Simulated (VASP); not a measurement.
# Sn (I4_1/amd) in VASP: single point with PBEsol

Aim: the single point of Sn with PBEsol.

Program: VASP 6.6.1. These are calculated values, not measurements. Logs are shortened: lines on timing, memory, paths and dates and some standing lists are left out, and cuts for length are marked.

## (1) The cell of the first run

It takes space group I4_1/amd (No. 141, tetragonal). Conventional cell: a = 5.838 Å, b = 5.838 Å, c = 3.153 Å, α = 90.00°, β = 90.00°, γ = 90.00°. Sn (site symmetry -4m2) has 10 Sn at 3.02 to 3.76 Å within 4.0 Å.

## (2) Single point, PBEsol

INCAR reads:

```
SYSTEM = Sn
ALGO = Fast
EDIFF = 1E-7
ENCUT = 520
GGA = PS
ISIF = 2
ISMEAR = 0
LASPH = .TRUE.
LCHARG = .TRUE.
LELF = .TRUE.
LREAL = .FALSE.
LVHAR = .TRUE.
LWAVE = .FALSE.
NBANDS = 21
NELM = 80
PREC = Accurate
SIGMA = 0.1
```

KPOINTS reads:

```
k-points
0
G
  16 16 16
  0 0 0
```

POSCAR reads:

```
Sn
1.0
   -2.9188892203      2.9188892203      1.5763088259
    2.9188892203     -2.9188892203      1.5763088259
    2.9188892203      2.9188892203     -1.5763088259
Sn
2
Direct
    0.0000000000      0.0000000000      0.0000000000
    0.7500000000      0.2500000000      0.5000000000
```

Potentials or basis: VASP PAW PBE potentials, release 64 (Sn_d).

On the command line:

```console
$ cat potpaw_PBE.64/Sn_d/POTCAR > POTCAR
$ mpirun -np 1 vasp_std > vasp.out
```

OUTCAR:

```text
SYSTEM = Sn
   EDIFF = 1E-7
   ENCUT = 520
   GGA = PS
   ISIF = 2
   ISMEAR = 0
   LASPH = .TRUE.
   LREAL = .FALSE.
   NELM = 80
   PREC = Accurate

 ion  position               nearest neighbor table
   1  0.000  0.000  0.000-   2 3.02   2 3.02   2 3.02   2 3.02   2 3.76   2 3.76   2 3.76   2 3.76

   2  0.750  0.250  0.500-   1 3.02   1 3.02   1 3.02   1 3.02   1 3.76   1 3.76   1 3.76   1 3.76

  LATTYP: Found a body centered tetragonal cell.
 ALAT       =     5.8377784406
 C/A-ratio  =     0.5400372220

  Lattice vectors:

 A1 = (  -2.9188892203,   2.9188892203,   1.5763088259)
 A2 = (   2.9188892203,  -2.9188892203,   1.5763088259)
 A3 = (   2.9188892203,   2.9188892203,  -1.5763088259)

Analysis of symmetry for initial positions (statically):
=====================================================================
 Subroutine PRICEL returns:
 Original cell was already a primitive cell.

 Routine SETGRP: Setting up the symmetry group for a
 body centered tetragonal supercell.

 Subroutine GETGRP returns: Found 16 space group operations
 (whereof  8 operations were pure point group operations)
 out of a pool of 16 trial point group operations.

The static configuration has the point symmetry D_2d.
 The point group associated with its full space group is D_4h.

Analysis of symmetry for dynamics (positions and initial velocities):
=====================================================================
 Subroutine PRICEL returns:
 Original cell was already a primitive cell.

 Routine SETGRP: Setting up the symmetry group for a
 body centered tetragonal supercell.

 Subroutine GETGRP returns: Found 16 space group operations
 (whereof  8 operations were pure point group operations)
 out of a pool of 16 trial point group operations.

The dynamic configuration has the point symmetry D_2d.
 The point group associated with its full space group is D_4h.

 Subroutine INISYM returns: Found 16 space group operations
 (whereof  8 operations are pure point group operations),
 and found     1 'primitive' translations

----------------------------------------------------------------------------------------

                                     Primitive cell

  volume of cell :      53.7201

  direct lattice vectors                    reciprocal lattice vectors
    -2.918889220  2.918889220  1.576308826     0.000000000  0.171298039  0.317196727
     2.918889220 -2.918889220  1.576308826     0.171298039  0.000000000  0.317196727
     2.918889220  2.918889220 -1.576308826     0.171298039  0.171298039  0.000000000

  length of vectors
     4.418662476  4.418662476  4.418662476     0.360495190  0.360495190  0.242252010

  position of ions in fractional coordinates (direct lattice)
     0.000000000  0.000000000  0.000000000
     0.750000000  0.250000000  0.500000000

  ion indices of the primitive-cell ions
   primitive index   ion index
                 1           1
                 2           2

----------------------------------------------------------------------------------------

 KPOINTS: k-points

Automatic generation of k-mesh.
 Grid dimensions read from file:
 generate k-points for:   16   16   16

 Generating k-lattice:

  Cartesian coordinates                     Fractional coordinates (reciprocal lattice)
     0.000000000  0.010706127  0.019824795     0.062500000 -0.000000000  0.000000000
     0.010706127  0.000000000  0.019824795    -0.000000000  0.062500000  0.000000000
     0.010706127  0.010706127  0.000000000     0.000000000  0.000000000  0.062500000

  Length of vectors
     0.022530949  0.022530949  0.015140751

  Shift w.r.t. Gamma in fractional coordinates (k-lattice)
     0.000000000  0.000000000  0.000000000

 Subroutine IBZKPT returns following result:
 ===========================================

 Found    349 irreducible k-points:

 Following reciprocal coordinates:
            Coordinates               Weight
  0.000000  0.000000  0.000000      1.000000
  0.062500  0.000000 -0.000000      8.000000
  0.125000  0.000000 -0.000000      8.000000
  0.187500  0.000000 -0.000000      8.000000
  0.250000  0.000000 -0.000000      8.000000
  0.312500  0.000000 -0.000000      8.000000
[... 16 lines left out ...]
 -0.125000  0.062500  0.000000     16.000000
 -0.062500  0.062500  0.000000      4.000000
 [... further k-points ...]
   k-points           NKPTS =    349   k-points in BZ     NKDIM =    349   number of bands    NBANDS=     21
   number of dos      NEDOS =    301   number of ions     NIONS =      2
   total plane-waves  NPLWV =  46656
   dimension x,y,z NGX =    36 NGY =   36 NGZ =   36
   dimension x,y,z NGXF=    72 NGYF=   72 NGZF=   72
   ions per type =               2
   NGX,Y,Z   is equivalent  to a cutoff of  13.54, 13.54, 13.54 a.u.
   NGXF,Y,Z  is equivalent  to a cutoff of  27.09, 27.09, 27.09 a.u.
 SYSTEM =  Sn
   PREC   = accura    normal or accurate (medium, high low for compatibility)
   ISTART =      0    job   : 0-new  1-cont  2-samecut
   ICHARG =      2    charge: 1-file 2-atom 10-const
   ISPIN  =      1    spin polarized calculation?
   LNONCOLLINEAR =      F non collinear calculations
   LSORBIT =      F    spin-orbit coupling
   LASPH  =      T    aspherical Exc in radial PAW
   ENCUT  =  520.0 eV  38.22 Ry    6.18 a.u.   8.22  8.22  8.22*2*pi/ulx,y,z
   NELM   =     80;   NELMIN=  2; NELMDL= -5     # of ELM steps
   EDIFF  = 0.1E-06   stopping-criterion for ELM
   LREAL  =      F    real-space projection
   EDIFFG = 0.1E-05   stopping-criterion for IOM
   NSW    =      0    number of steps for IOM
   IBRION =     -1    ionic relax: 0-MD 1-quasi-New 2-CG
   NFREE  =      0    steps in history (QN), initial steepest desc. (CG)
   ISIF   =      2    stress and relaxation
   ISYM   =      2    0-nonsym 1-usesym 2-fastsym
   POTIM  = 0.5000    time-step for ionic-motion
   TEBEG  =    0.0;   TEEND  =   0.0 temperature during run
   PSTRESS=    0.0 pullay stress
   NELECT =      28.0000    total number of electrons
   NUPDOWN=      -1.0000    fix difference up-down
   EMIN   =  10.00;   EMAX   =-10.00  energy-range for DOS
   EFERMI =   0.00;   METHOD = LEGACY
   ISMEAR =     0;   SIGMA  =   0.10  broadening in eV -4-tet -1-fermi 0-gaus
   EFERMI_NEDOS =   21; number of points for ismear=-14 and -15
   IALGO  =     68    algorithm
   IMIX   =      4    mixing-type and parameters
     AMIX     =   0.40;   BMIX     =  1.00
     AMIX_MAG =   1.60;   BMIX_MAG =  1.00
  volume/ion in A,a.u.               =      26.86       181.26
  Fermi-wavevector in a.u.,A,eV,Ry     =   1.317494  2.489703 23.616865  1.735791
  Thomas-Fermi vector in A             =   2.447531
   LORBIT       =      0    0 simple, 1 ext, 2 COOP (PROOUT), +10 PAW based schemes
   GGA     = PS    functional components
   LHFCALC =     F    Hartree Fock is set to
   AEXX    =    0.0000 exact exchange contribution
   IVDW    =     0    specifies the selected vdW correction
   LEPSILON=     F    determine dielectric tensor
   LRPA    =     F    only Hartree local field effects (RPA)
 non-spin polarized calculation
 RMM-DIIS sequential band-by-band and
 Gauss-broadening in eV      SIGMA  =   0.10
  energy-cutoff  :      520.00
  volume of cell :       53.72
 maximum number of plane-waves:      1465
 NGX is ok and might be reduce to    36
   NGX = 17   NGY = 17   NGZ = 17

 number of electron      28.0000002 magnetization

 Free energy of the ion-electron system (eV)
  ---------------------------------------------------
  ext. energy  EPLUGINS =         0.00000000
  ---------------------------------------------------
  free energy    TOTEN  =        -8.52515254 eV

  energy without entropy =       -8.52056720  energy(sigma->0) =       -8.52285987

 E-fermi :   7.9468     XC(G=0): -10.4999

 val. band max:        7.9435425719   @ k =   0.1875   0.0625  -0.0000
 cond. band min:       7.9704330441   @ k =   0.4375   0.3750  -0.0000
 fundamental gap:      0.0268904723
 Fermi energy:         7.9468453040

 k-point     1 :       0.0000    0.0000    0.0000
  band No.  band energies     occupation
      1     -13.6203      2.00000
      2     -13.5420      2.00000
      3     -13.4915      2.00000
      4     -13.4865      2.00000
      5     -13.3195      2.00000
      6     -13.3195      2.00000
[... 13 lines left out ...]
     20      17.7719      0.00000
     21      18.4655      0.00000

 k-point     2 :       0.0625    0.0000   -0.0000
  band No.  band energies     occupation
      1     -13.6178      2.00000
      2     -13.5332      2.00000
      3     -13.4885      2.00000
      4     -13.4761      2.00000
      5     -13.3262      2.00000
      6     -13.3256      2.00000
[... 13 lines left out ...]
     20      17.7077      0.00000
     21      17.9438      0.00000

 k-point     3 :       0.1250    0.0000   -0.0000
  band No.  band energies     occupation
      1     -13.6101      2.00000
      2     -13.5087      2.00000
      3     -13.4799      2.00000
      4     -13.4484      2.00000
      5     -13.3417      2.00000
      6     -13.3360      2.00000
[... 13 lines left out ...]
     20      16.7264      0.00000
     21      16.7940      0.00000

 k-point     4 :       0.1875    0.0000   -0.0000
  band No.  band energies     occupation
      1     -13.5977      2.00000
      2     -13.4753      2.00000
      3     -13.4671      2.00000
      4     -13.4159      2.00000
      5     -13.3615      2.00000
      6     -13.3391      2.00000
[... 13 lines left out ...]
     20      15.8438      0.00000
     21      16.3302      0.00000

 k-point     5 :       0.2500    0.0000   -0.0000
  band No.  band energies     occupation
      1     -13.5827      2.00000
      2     -13.4527      2.00000
      3     -13.4457      2.00000
      4     -13.4025      2.00000
      5     -13.3815      2.00000
      6     -13.3376      2.00000
[... 13 lines left out ...]
     20      15.1656      0.00000
     21      16.5560      0.00000

 k-point     6 :       0.3125    0.0000   -0.0000
  band No.  band energies     occupation
      1     -13.5680      2.00000
      2     -13.4430      2.00000
      3     -13.4315      2.00000
      4     -13.4140      2.00000
      5     -13.3945      2.00000
      6     -13.3518      2.00000
[... 13 lines left out ...]
     20      14.6996      0.00000
     21      17.1476      0.00000

 k-point     7 :       0.3750    0.0000   -0.0000
  band No.  band energies     occupation
      1     -13.5557      2.00000
      2     -13.4455      2.00000
      3     -13.4415      2.00000
      4     -13.4192      2.00000
      5     -13.3925      2.00000
      6     -13.3642      2.00000
[... 13 lines left out ...]
     20      15.2294      0.00000
     21      17.9054      0.00000
[... 291 lines left out ...]
      1     -13.5716      2.00000
      2     -13.4511      2.00000
      3     -13.4437      2.00000
      4     -13.4179      2.00000
      5     -13.3762      2.00000
      6     -13.3426      2.00000
[... 13 lines left out ...]
     20      15.5925      0.00000
     21      16.4086      0.00000

 k-point    21 :      -0.2500    0.0625    0.0000
  band No.  band energies     occupation
      1     -13.5870      2.00000
      2     -13.4790      2.00000
      3     -13.4581      2.00000
      4     -13.4283      2.00000
      5     -13.3589      2.00000
      6     -13.3328      2.00000
[... 13 lines left out ...]
     20      16.1686      0.00000
     21      16.3234      0.00000

 k-point    22 :      -0.1875    0.0625    0.0000
  band No.  band energies     occupation
      1     -13.6010      2.00000
      2     -13.5108      2.00000
      3     -13.4723      2.00000
      4     -13.4559      2.00000
      5     -13.3411      2.00000
      6     -13.3295      2.00000
[... 13 lines left out ...]
     20      16.7938      0.00000
     21      17.0853      0.00000

 k-point    23 :      -0.1250    0.0625    0.0000
  band No.  band energies     occupation
      1     -13.6112      2.00000
      2     -13.5343      2.00000
      3     -13.4831      2.00000
      4     -13.4802      2.00000
      5     -13.3276      2.00000
      6     -13.3219      2.00000
[... 13 lines left out ...]
     20      17.8114      0.00000
     21      18.0596      0.00000

 k-point    24 :      -0.0625    0.0625    0.0000
  band No.  band energies     occupation
      1     -13.6169      2.00000
      2     -13.5425      2.00000
      3     -13.4888      2.00000
      4     -13.4883      2.00000
      5     -13.3210      2.00000
      6     -13.3177      2.00000
[... 13 lines left out ...]
     20      18.0181      0.00000
     21      18.4979      0.00000

 [... further k-points ...]
[... 5 lines left out ...]
  --------------------------------------------------------------------------------------
  -------------------------------------------------------------------------------------
  Total       -0.0059891     -0.0059891     -0.0246677      0.0000000     -0.0000000      0.0000000
  in kB       -0.1786215     -0.1786215     -0.7357020      0.0000000     -0.0000000      0.0000000
  external PRESSURE =      -0.3643150 kB  Pullay stress =       0.0000000 kB

 VOLUME and BASIS-vectors are now :
 -----------------------------------------------------------------------------
  energy-cutoff  :      520.00
  volume of cell :       53.72
      direct lattice vectors                 reciprocal lattice vectors
    -2.918889220  2.918889220  1.576308826     0.000000000  0.171298039  0.317196727
     2.918889220 -2.918889220  1.576308826     0.171298039  0.000000000  0.317196727
     2.918889220  2.918889220 -1.576308826     0.171298039  0.171298039  0.000000000

 POSITION                                       TOTAL-FORCE (eV/Angst)
 -----------------------------------------------------------------------------------
      0.00000      0.00000      0.00000         0.000000      0.000000      0.000000
      0.00000      2.91889      0.78815        -0.000000     -0.000000     -0.000000
 -----------------------------------------------------------------------------------
    total drift:                               -0.000000      0.000000     -0.000000

  FREE ENERGIE OF THE ION-ELECTRON SYSTEM (eV)
  ---------------------------------------------------
  free  energy   TOTEN  =        -8.5251525431 eV

  energy  without entropy=       -8.5205671977  energy(sigma->0) =       -8.52285987
```

It took 11 min on 1 thread of Intel Xeon Platinum 8259CL at 2.50GHz (Skylake/Cascade Lake), shared host; peak memory 0.44 GiB.

What came out:

| Property | Result |
| --- | --- |
| Free energy | -8.5252 eV |
| Pressure | 0.0 GPa |
| Band gap on the k mesh | zero (bands 14 and 15 overlap by 4.33 eV) |

Levels at points of the mesh, in eV from the Fermi level:
| k point | band 10 | band 11 | band 12 | band 13 | band 14 | band 15 | band 16 | band 17 | band 18 | band 19 |
| --- | --- | --- | --- | --- | --- | --- | --- | --- | --- | --- |
| (0.00, 0.00, 0.00) | -21.06 | -11.23 | -3.72 | -2.05 | -2.05 | 2.90 | 6.18 | 6.18 | 7.03 | 7.14 |
| (0.50, 0.00, 0.00) | -21.12 | -6.91 | -5.42 | -2.34 | -1.77 | -1.13 | 2.23 | 2.85 | 4.70 | 7.16 |
| (0.50, 0.50, 0.00) | -21.19 | -8.99 | -8.99 | 0.54 | 0.54 | 1.51 | 1.51 | 6.18 | 6.18 | 9.74 |
| (0.50, 0.50, 0.50) | -21.25 | -7.64 | -7.64 | -4.89 | -4.89 | 5.22 | 5.22 | 9.35 | 9.35 | 12.56 |

Caveat: the PAW data sets were made with another functional, which shifts forces and pressure a little; spin-orbit coupling is left out, which moves the levels of the heavy elements.

The gap in the log of VASP goes by the Fermi energy; the results here count the filled bands.